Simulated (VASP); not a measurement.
Input of a VASP 6.6.1 run:

The input INCAR:

```
  PREC = Accurate
  ENCUT = 520
  EDIFF = 1E-6
  ISMEAR = 0
  SIGMA = 0.01
  LREAL = F
  LASPH = T
  NELM = 80
  ALGO = Normal
  ISIF = 2
  LWAVE = F
  LCHARG = F
  GGA = CA
  NBANDS = 11
```

File KPOINTS:

```
Automatic mesh
0
Gamma
  6 6 6
```

Contents of POSCAR:

```
AlN
1.0
    0.0000000000      2.0188684697      2.0188684697
    2.0188684697      0.0000000000      2.0188684697
    2.0188684697      2.0188684697      0.0000000000
Al N
1 1
Direct
    0.0000000000      0.0000000000      0.0000000000
    0.5000000000      0.5000000000      0.5000000000
```

Potentials or basis: VASP PAW LDA potentials, release 64 (Al, N).

Run with:

```console
$ cat potpaw_LDA.64/Al/POTCAR potpaw_LDA.64/N/POTCAR > POTCAR
$ mpirun -np 1 vasp_std > vasp.out
```

Task: Estimate the pressure.

Result: -4.7 GPa.

Task: Predict the band gap on the k mesh.

Result: 4.50 eV, indirect (least direct gap 5.83 eV).

Caveat: the k points lie up to 0.45 Å⁻¹ apart. As with any semilocal functional, this LDA gap is likely too small.
